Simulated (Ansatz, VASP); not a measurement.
## One calculation of MgB2, two programs

```
Mg B
1.0
     3.08395    0.00000    0.00000
    -1.54197    2.67078    0.00000
     0.00000    0.00000    3.49931
Mg B
1 2
Direct
  0.00000 0.00000 0.00000
  0.33333 0.66667 0.50000
  0.66667 0.33333 0.50000
```

Alike in both runs: functional PBE; k mesh 8 × 8 × 6; occupations gaussian, width 0.05 eV; no spin polarisation.

Ansatz relaxed the structure, and its values are those at the end. VASP's run is a single point on that final structure, the one shown.

```csv
,VASP,Ansatz
version,VASP 6.6.1,Ansatz 0.2.0
potentials or method,"VASP PAW PBE potentials, release 64 (Mg, B), cutoff 520 eV","scalar-relativistic, plane waves, PAW"
valence electrons in the cell,8,16
```

Ansatz gave:

| Item | Value |
| --- | --- |
| gap on the k mesh at the Fermi level (eV) | none |
| pressure (GPa) | 0.0 |

Question: What did VASP give for the same quantities?

Answer: gap on the k mesh at the Fermi level (eV): none; pressure (GPa): -0.3.

A gap of «none» marks a metal or a gap that the smearing closes. VASP's potentials hold 8 valence electrons a cell and Ansatz's 16, so a difference there can come from the potentials and not from the codes.
